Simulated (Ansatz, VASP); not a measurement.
**Two plane-wave programs on La3LuO2**

```
La Lu O
1.0
     7.03695    0.00000    0.00000
    -3.51847    6.09417    0.00000
     0.00000    0.00000    3.24976
La Lu O
3 1 2
Direct
  0.50000 0.00000 0.50000
  0.50000 0.50000 0.50000
  0.00000 0.50000 0.50000
  0.00000 0.00000 0.00000
  0.33333 0.66667 0.00000
  0.66667 0.33333 0.00000
```

Change from the starting cell: species swapped into the ErB2Ru3 type (P6/mmm, No. 191).

Alike in both runs: functional PBE; k mesh 6 × 6 × 12; occupations gaussian, width 0.1 eV; no spin polarisation.

Ansatz relaxed the structure, and its values are those at the end. VASP's run is a single point on that final structure, the one shown.

```csv
,VASP,Ansatz
version,VASP 6.6.1,Ansatz 0.2.0
potentials or method,"VASP PAW PBE potentials, release 64 (La, Lu, O), cutoff 520 eV","scalar-relativistic, plane waves, PAW"
valence electrons in the cell,70,70
```

VASP gave:

| Item | Value |
| --- | --- |
| gap on the k mesh at the Fermi level (eV) | none |
| pressure (GPa) | -0.1 |

Q: Estimate Ansatz's values.

A: gap on the k mesh at the Fermi level (eV): none; pressure (GPa): 0.0.

A gap of «none» marks a metal or a gap that the smearing closes.

Neither program's run includes spin-orbit coupling.
